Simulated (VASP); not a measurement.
Si: single point with r2SCAN+D4

Si:

```
CELL_PARAMETERS angstrom
0.00000 2.71481 2.71481
2.71481 0.00000 2.71481
2.71481 2.71481 0.00000
ATOMIC_POSITIONS crystal
Si 0.75000 0.75000 0.75000
Si 0.50000 0.50000 0.50000
```

```
Program             : VASP 6.6.1
Task                : single point
Functional          : r2SCAN
Dispersion          : D4
Potentials or basis : VASP PAW PBE potentials, release 64 (Si)
Cutoff              : 520 eV
k mesh              : 6 × 6 × 6
Occupations         : fermi-dirac, width 0.02 eV
Spin                : no spin polarisation
```

```json
{"Pressure": "-0.2 GPa", "Band gap on the k mesh": "0.92 eV, indirect (least direct gap 2.76 eV)", "Dispersion energy per atom": "-0.119 eV"}
```

Levels at points of the mesh, in eV from the valence-band top:
| k point | band 2 | band 3 | band 4 | band 5 | band 6 | band 7 |
| --- | --- | --- | --- | --- | --- | --- |
| (0.00, 0.00, 0.00) | 0.00 | 0.00 | 0.00 | 2.76 | 2.76 | 2.76 |
| (0.50, 0.00, 0.00) | -7.27 | -1.27 | -1.27 | 1.89 | 3.59 | 3.59 |
| (0.50, 0.50, 0.00) | -8.16 | -3.01 | -3.01 | 0.92 | 0.92 | 10.89 |

Wall time 51 s on 1 thread of Intel Xeon 8259CL, on a shared host, peak memory 0.16 GiB.

Caveat: the PAW data sets were made with another functional, which shifts forces and pressure a little. r2SCAN opens gaps a little over a GGA but as a rule still falls short of measured ones.
